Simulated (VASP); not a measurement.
Input of a VASP 6.6.1 run:

File INCAR:

```
SYSTEM = TiH
PREC = Accurate ; ENCUT = 500
EDIFF = 1E-6 ; ISMEAR = -1
SIGMA = 0.1 ; LREAL = .False.
LASPH = .True. ; NELM = 120
ALGO = Normal ; ISIF = 2
LWAVE = .False. ; LCHARG = .False.
NBANDS = 14 ; GGA_COMPAT = .False.
```

Contents of KPOINTS:

```
regular mesh
0
Gamma
  12 12 12
  0 0 0
```

POSCAR

```
TiH
1.0
    0.0000000000      2.0685875062      2.0685875062
    2.0685875062      0.0000000000      2.0685875062
    2.0685875062      2.0685875062      0.0000000000
Ti H
1 1
Direct
    0.0000000000      0.0000000000      0.0000000000
    0.5000000000      0.5000000000      0.5000000000
```

Potentials or basis: VASP PAW LDA potentials, release 64 (Ti_sv, H).

Command:

```console
$ cat potpaw_LDA.64/Ti_sv/POTCAR potpaw_LDA.64/H/POTCAR > POTCAR
$ mpirun -np 1 vasp_std > vasp.out
```

Q: What does it give for the pressure?

A: -3.5 GPa.
